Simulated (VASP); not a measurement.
## GaP: single point with PBEsol

**Experimental background.**

“Stacking defects in GaP nanowires: Electronic structure and optical properties”, 2018, arxiv:1810.01194 quotes, for a bulk crystal of GaP at 10 K: band gap 2.34 eV (indirect).

The system is GaP.

```
CELL_PARAMETERS angstrom
0.00000 2.71944 2.71944
2.71944 0.00000 2.71944
2.71944 2.71944 0.00000
ATOMIC_POSITIONS crystal
Ga 0.00000 0.00000 0.00000
P 0.25000 0.25000 0.25000
```

| Quantity | Value |
| --- | --- |
| Program | VASP 6.6.1 |
| Task | single point |
| Functional | PBEsol |
| Potentials or basis | VASP PAW PBE potentials, release 64 (Ga_d, P) |
| Cutoff | 520 eV |
| k mesh | 8 × 8 × 8 |
| Occupations | fermi-dirac, width 0.02 eV |
| Spin | no spin polarisation |
| Dipole correction | no |
| Further INCAR settings | ALGO = Normal; EDIFF = 1e-06; NBANDS = 16 |

The pressure is -0.1 GPa. The band gap on the k mesh is 1.50 eV, indirect (least direct gap 1.80 eV).

Levels at points of the mesh, in eV from the valence-band top:
```tsv
k point	band 7	band 8	band 9	band 10	band 11	band 12
(0.00, 0.00, 0.00)	0.00	0.00	0.00	1.80	3.83	3.83
(0.50, 0.00, 0.00)	-6.73	-1.14	-1.14	1.60	4.65	4.65
(0.50, 0.50, 0.00)	-6.84	-2.74	-2.74	1.50	1.71	10.60
```

It took 14 s on 1 thread of Intel(R) Xeon(R) 6975P-C (Granite Rapids), with other jobs on the host, peak memory 0.16 GiB.

Measured gap of GaP: 2.34 eV (indirect; 10 K; quoted in “Stacking defects in GaP nanowires: Electronic structure and optical properties”, 2018, arxiv:1810.01194). This calculation gives 1.50 eV (-0.84 eV). Spin-orbit coupling on Ga is left out. The value is that of PBEsol on a finite k mesh, which can miss the band edges, without temperature or zero-point motion. Semilocal functionals fall short of measured gaps as a rule.

Caveat: the PAW data sets were made with another functional, which shifts forces and pressure a little.
